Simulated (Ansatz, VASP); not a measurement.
TaN: VASP beside Ansatz

```xyz
2
Lattice="0.0000 2.2282 2.2282 2.2282 0.0000 2.2282 2.2282 2.2282 0.0000" Properties=species:S:1:pos:R:3 pbc="T T T"
Ta    2.2379    2.2282    2.2282
N    -0.1251    0.0000    0.0000
```

Change from the starting cell: mode 4 frozen in at -0.122 Å, equal normal strain along x, y and z +0.0250.

Alike in both runs: task single point; functional LDA; k mesh 18 × 18 × 18; occupations gaussian, width 0.15 eV; no spin polarisation.

```csv
,VASP,Ansatz
version,VASP 6.6.1,Ansatz 0.2.0
potentials or method,"VASP PAW LDA potentials, release 64 (Ta_pv, N), cutoff 520 eV","scalar-relativistic, plane waves, PAW"
valence electrons in the cell,16,18
```

Ansatz gave:

- gap on the k mesh at the Fermi level (eV): none
- pressure (GPa): -21.0
- traceless stress, the component that is largest in VASP (GPa): 4.78
- rms of the force components (eV/Å): 0.482

**Question.** Estimate VASP's values.

**Answer.** gap on the k mesh at the Fermi level (eV): none; pressure (GPa): -19.3; traceless stress, the component that is largest in VASP (GPa): 4.86; rms of the force components (eV/Å): 0.492.

Ansatz warns that its potentials were made for another functional, while VASP's fit it. LDA's correlation is that of Perdew and Zunger in VASP and of Perdew and Wang (1992) in Ansatz. Atom by atom the forces differ by 0.010 eV/Å (rms over components). A gap of «none» marks a metal or a gap that the smearing closes. VASP's potentials hold 16 valence electrons a cell and Ansatz's 18, so a difference there can come from the potentials and not from the codes.

Neither program's run includes spin-orbit coupling.
